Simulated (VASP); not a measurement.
# LiCl (I4/mmm) in VASP: a series of runs

Runs on LiCl. Level: r2SCAN. Tasks: single point.

All numbers are computed with VASP 6.6.1; they aren't measurements. Logs are shortened: lines on timing, memory, paths and dates and some standing lists are left out, and cuts for length are marked.

**1. The cell of the first run**

Symmetry: I4/mmm, No. 139, tetragonal system. Conventional cell: a = 3.446 Å, b = 3.446 Å, c = 5.001 Å, α = 90.00°, β = 90.00°, γ = 90.00°. Li (site symmetry 4/mmm) has 6 Cl at 2.44 to 2.50 Å within 3.2 Å. Cl (site symmetry 4/mmm) has 6 Li at 2.44 to 2.50 Å within 3.2 Å.

**2. Single point, r2SCAN (strain -0.050 along x and y, -0.025 along z)**

The input, POSCAR:

```
LiCl
1.0
    0.0000000000      2.4365220000      2.5006410000
    2.4365220000      0.0000000000      2.5006410000
    2.4365220000      2.4365220000      0.0000000000
Li Cl
1 1
Direct
    0.0000000000      0.0000000000      0.0000000000
    0.5000000000      0.5000000000      0.5000000000
```

The input, INCAR.step1:

```
SYSTEM = LiCl
  PREC = Accurate
  ENCUT = 520
  ISMEAR = 0
  SIGMA = 0.05
  LREAL = .False.
  LASPH = .True.
  NELM = 60
  NBANDS = 12
  GGA = PE
  ALGO = Normal
  EDIFF = 1E-4
  LWAVE = .True.
  LCHARG = .False.
```

The input, INCAR.step2:

```
SYSTEM = LiCl
  PREC = Accurate
  ENCUT = 520
  EDIFF = 1E-6
  ISMEAR = 0
  SIGMA = 0.05
  LREAL = .False.
  LASPH = .True.
  NELM = 60
  ALGO = Normal
  ISIF = 2
  LWAVE = .False.
  LCHARG = .True.
  METAGGA = R2SCAN
  LMIXTAU = .True.
  LELF = .True.
  LVHAR = .True.
  NBANDS = 12
  ISTART = 1
```

The input, KPOINTS:

```
regular mesh
0
Gamma
  8 8 8
  0 0 0
```

Potentials or basis: VASP PAW PBE potentials, release 64 (Li_sv, Cl).

Launch:

```
$ cat potpaw_PBE.64/Li_sv/POTCAR potpaw_PBE.64/Cl/POTCAR > POTCAR
$ cp INCAR.step1 INCAR
$ mpirun -np 1 vasp_std > vasp.out
$ cp INCAR.step2 INCAR
$ mpirun -np 1 vasp_std > vasp.out
```

OUTCAR:

```text
SYSTEM = LiCl
   PREC = Accurate
   ENCUT = 520
   EDIFF = 1E-6
   ISMEAR = 0
   LREAL = .False.
   LASPH = .True.
   NELM = 60
   ISIF = 2
   METAGGA = R2SCAN
   ISTART = 1

 ion  position               nearest neighbor table
   1  0.000  0.000  0.000-   2 2.44   2 2.44   2 2.44   2 2.44   2 2.50   2 2.50
   2  0.500  0.500  0.500-   1 2.44   1 2.44   1 2.44   1 2.44   1 2.50   1 2.50

  LATTYP: Found a body centered tetragonal cell.
 ALAT       =     3.4457624574
 C/A-ratio  =     1.4514297088

  Lattice vectors:

 A1 = (  -2.4365220000,   0.0000000000,   2.5006410000)
 A2 = (   2.4365220000,   0.0000000000,   2.5006410000)
 A3 = (   0.0000000000,   2.4365220000,  -2.5006410000)

Analysis of symmetry for initial positions (statically):
=====================================================================
 Subroutine PRICEL returns:
 Original cell was already a primitive cell.

 Routine SETGRP: Setting up the symmetry group for a
 body centered tetragonal supercell.

 Subroutine GETGRP returns: Found 16 space group operations
 (whereof 16 operations were pure point group operations)
 out of a pool of 16 trial point group operations.

The static configuration has the point symmetry D_4h.

Analysis of symmetry for dynamics (positions and initial velocities):
=====================================================================
 Subroutine PRICEL returns:
 Original cell was already a primitive cell.

 Routine SETGRP: Setting up the symmetry group for a
 body centered tetragonal supercell.

 Subroutine GETGRP returns: Found 16 space group operations
 (whereof 16 operations were pure point group operations)
 out of a pool of 16 trial point group operations.

The dynamic configuration has the point symmetry D_4h.

 Subroutine INISYM returns: Found 16 space group operations
 (whereof 16 operations are pure point group operations),
 and found     1 'primitive' translations

----------------------------------------------------------------------------------------

                                     Primitive cell

  volume of cell :      29.6908

  direct lattice vectors                    reciprocal lattice vectors
     0.000000000  2.436522000  2.500641000    -0.205210542  0.205210542  0.199948733
     2.436522000  0.000000000  2.500641000     0.205210542 -0.205210542  0.199948733
     2.436522000  2.436522000  0.000000000     0.205210542  0.205210542 -0.199948733

  length of vectors
     3.491395834  3.491395834  3.445762457     0.352423366  0.352423366  0.352423366

  position of ions in fractional coordinates (direct lattice)
     0.000000000  0.000000000  0.000000000
     0.500000000  0.500000000  0.500000000

  ion indices of the primitive-cell ions
   primitive index   ion index
                 1           1
                 2           2

----------------------------------------------------------------------------------------

 KPOINTS: regular mesh

Automatic generation of k-mesh.
 Grid dimensions read from file:
 generate k-points for:    8    8    8

 Generating k-lattice:

  Cartesian coordinates                     Fractional coordinates (reciprocal lattice)
    -0.025651318  0.025651318  0.024993592     0.125000000  0.000000000  0.000000000
     0.025651318 -0.025651318  0.024993592     0.000000000  0.125000000  0.000000000
     0.025651318  0.025651318 -0.024993592    -0.000000000 -0.000000000  0.125000000

  Length of vectors
     0.044052921  0.044052921  0.044052921

  Shift w.r.t. Gamma in fractional coordinates (k-lattice)
     0.000000000  0.000000000  0.000000000

 Subroutine IBZKPT returns following result:
 ===========================================

 Found     59 irreducible k-points:

 Following reciprocal coordinates:
            Coordinates               Weight
  0.000000  0.000000  0.000000      1.000000
  0.125000 -0.000000  0.000000      8.000000
  0.250000 -0.000000  0.000000      8.000000
  0.375000 -0.000000  0.000000      8.000000
  0.500000 -0.000000  0.000000      4.000000
  0.125000  0.125000  0.000000      2.000000
[... 16 lines left out ...]
  0.250000 -0.000000  0.125000     16.000000
  0.375000 -0.000000  0.125000     16.000000
 [... further k-points ...]
   k-points           NKPTS =     59   k-points in BZ     NKDIM =     59   number of bands    NBANDS=     12
   number of dos      NEDOS =    301   number of ions     NIONS =      2
   total plane-waves  NPLWV =  21952
   dimension x,y,z NGX =    28 NGY =   28 NGZ =   28
   dimension x,y,z NGXF=    56 NGYF=   56 NGZF=   56
   ions per type =               1   1
   NGX,Y,Z   is equivalent  to a cutoff of  13.33, 13.33, 13.51 a.u.
   NGXF,Y,Z  is equivalent  to a cutoff of  26.66, 26.66, 27.02 a.u.
 SYSTEM =  LiCl
   PREC   = accura    normal or accurate (medium, high low for compatibility)
   ISTART =      1    job   : 0-new  1-cont  2-samecut
   ICHARG =      0    charge: 1-file 2-atom 10-const
   ISPIN  =      1    spin polarized calculation?
   LNONCOLLINEAR =      F non collinear calculations
   LSORBIT =      F    spin-orbit coupling
   LASPH  =      T    aspherical Exc in radial PAW
   ENCUT  =  520.0 eV  38.22 Ry    6.18 a.u.   6.49  6.49  6.41*2*pi/ulx,y,z
   NELM   =     60;   NELMIN=  2; NELMDL=  0     # of ELM steps
   EDIFF  = 0.1E-05   stopping-criterion for ELM
   LREAL  =      F    real-space projection
   EDIFFG = 0.1E-04   stopping-criterion for IOM
   NSW    =      0    number of steps for IOM
   IBRION =     -1    ionic relax: 0-MD 1-quasi-New 2-CG
   NFREE  =      0    steps in history (QN), initial steepest desc. (CG)
   ISIF   =      2    stress and relaxation
   ISYM   =      2    0-nonsym 1-usesym 2-fastsym
   POTIM  = 0.5000    time-step for ionic-motion
   TEBEG  =    0.0;   TEEND  =   0.0 temperature during run
   PSTRESS=    0.0 pullay stress
   NELECT =      10.0000    total number of electrons
   NUPDOWN=      -1.0000    fix difference up-down
   EMIN   =  10.00;   EMAX   =-10.00  energy-range for DOS
   EFERMI =   0.00;   METHOD = LEGACY
   ISMEAR =     0;   SIGMA  =   0.05  broadening in eV -4-tet -1-fermi 0-gaus
   EFERMI_NEDOS =   21; number of points for ismear=-14 and -15
   IALGO  =     38    algorithm
   IMIX   =      4    mixing-type and parameters
     AMIX     =   0.40;   BMIX     =  1.00
     AMIX_MAG =   1.60;   BMIX_MAG =  1.00
  volume/ion in A,a.u.               =      14.85       100.18
  Fermi-wavevector in a.u.,A,eV,Ry     =   1.139027  2.152450 17.651972  1.297383
  Thomas-Fermi vector in A             =   2.275731
   LORBIT       =      0    0 simple, 1 ext, 2 COOP (PROOUT), +10 PAW based schemes
   METAGGA = R2SCAN    functional components
   LHFCALC =     F    Hartree Fock is set to
   AEXX    =    0.0000 exact exchange contribution
   IVDW    =     0    specifies the selected vdW correction
   LEPSILON=     F    determine dielectric tensor
   LRPA    =     F    only Hartree local field effects (RPA)
 non-spin polarized calculation
 Gauss-broadening in eV      SIGMA  =   0.05
  energy-cutoff  :      520.00
  volume of cell :       29.69
 maximum number of plane-waves:       819
 NGX is ok and might be reduce to    28
   NGX = 13   NGY = 13   NGZ = 13

 number of electron      10.0000000 magnetization

 Free energy of the ion-electron system (eV)
  ---------------------------------------------------
  ext. energy  EPLUGINS =         0.00000000
  ---------------------------------------------------
  free energy    TOTEN  =       -12.53812547 eV

  energy without entropy =      -12.53812547  energy(sigma->0) =      -12.53812547

 E-fermi :   1.5527     XC(G=0):  -9.7640

 val. band max:        1.2889640960   @ k =   0.0000   0.0000   0.0000
 cond. band min:       8.9161393297   @ k =   0.5000  -0.0000   0.0000
 fundamental gap:      7.6271752337
 Fermi energy:         1.5526752011

 k-point     1 :       0.0000    0.0000    0.0000
  band No.  band energies     occupation
      1     -43.4406      2.00000
      2     -13.2511      2.00000
      3       1.2155      2.00000
      4       1.2156      2.00000
      5       1.2890      2.00000
      6       9.4548      0.00000
      7      13.8155      0.00000
      8      14.0643      0.00000
      9      14.0644      0.00000
     10      16.7252      0.00000
     11      17.1675      0.00000
     12      17.5211      0.00000

 k-point     2 :       0.1250   -0.0000    0.0000
  band No.  band energies     occupation
      1     -43.4399      2.00000
      2     -13.1512      2.00000
      3       0.6221      2.00000
      4       1.1716      2.00000
      5       1.2009      2.00000
      6       9.8803      0.00000
      7      13.3224      0.00000
      8      13.8971      0.00000
      9      14.1538      0.00000
     10      15.4294      0.00000
     11      15.6457      0.00000
     12      18.3774      0.00000

 k-point     3 :       0.2500   -0.0000    0.0000
  band No.  band energies     occupation
      1     -43.4380      2.00000
      2     -12.8935      2.00000
      3      -0.6403      2.00000
      4       1.0497      2.00000
      5       1.0725      2.00000
      6       9.8358      0.00000
      7      12.7727      0.00000
      8      13.0774      0.00000
      9      13.8117      0.00000
     10      16.3278      0.00000
     11      16.3309      0.00000
     12      19.0605      0.00000
[... 286 lines left out ...]
 k-point    23 :       0.2500   -0.0000    0.1250
  band No.  band energies     occupation
      1     -43.4381      2.00000
      2     -12.9034      2.00000
      3      -0.2912      2.00000
      4       0.7843      2.00000
      5       0.9025      2.00000
      6      10.6763      0.00000
      7      12.3882      0.00000
      8      12.7490      0.00000
      9      13.9547      0.00000
     10      15.2702      0.00000
     11      17.3555      0.00000
     12      19.6033      0.00000

 k-point    24 :       0.3750   -0.0000    0.1250
  band No.  band energies     occupation
      1     -43.4362      2.00000
      2     -12.6174      2.00000
      3      -1.4047      2.00000
      4       0.6653      2.00000
      5       0.6737      2.00000
      6      10.0691      0.00000
      7      11.7928      0.00000
      8      12.9035      0.00000
      9      13.8891      0.00000
     10      17.2224      0.00000
     11      19.0142      0.00000
     12      20.4674      0.00000

 [... further k-points ...]
[... 5 lines left out ...]
  --------------------------------------------------------------------------------------
  -------------------------------------------------------------------------------------
  Total        1.0286138      1.0286138      0.6601837      0.0000000      0.0000000      0.0000000
  in kB       55.5061270     55.5061270     35.6248754      0.0000000      0.0000000      0.0000000
  external PRESSURE =      48.8790431 kB  Pullay stress =       0.0000000 kB

 VOLUME and BASIS-vectors are now :
 -----------------------------------------------------------------------------
  energy-cutoff  :      520.00
  volume of cell :       29.69
      direct lattice vectors                 reciprocal lattice vectors
     0.000000000  2.436522000  2.500641000    -0.205210542  0.205210542  0.199948733
     2.436522000  0.000000000  2.500641000     0.205210542 -0.205210542  0.199948733
     2.436522000  2.436522000  0.000000000     0.205210542  0.205210542 -0.199948733

 POSITION                                       TOTAL-FORCE (eV/Angst)
 -----------------------------------------------------------------------------------
      0.00000      0.00000      0.00000        -0.000000     -0.000000     -0.000000
      2.43652      2.43652      2.50064         0.000000      0.000000      0.000000
 -----------------------------------------------------------------------------------
    total drift:                                0.000000      0.000000      0.000000

  FREE ENERGIE OF THE ION-ELECTRON SYSTEM (eV)
  ---------------------------------------------------
  free  energy   TOTEN  =       -12.5381254700 eV

  energy  without entropy=      -12.5381254700  energy(sigma->0) =      -12.53812547
```

Wall time 3.1 min (1 thread of Intel Xeon 8259CL, shared host); peak memory 0.17 GiB.

Results:

- Free energy: -12.5381 eV
- Band gap on the k mesh: 7.63 eV (least direct gap 7.97 eV)

Caveat: the cell differs from its parent crystal (strain -0.050 along x and y, -0.025 along z); the cutoff is under 1.25 times the usual one of these potentials, so pressure, stress and relaxed cells hold a basis-set (Pulay) error; the PAW data sets were made with another functional, which shifts forces and pressure a little. A k mesh can miss the band edges.

(Continued in part 2 of 2.)
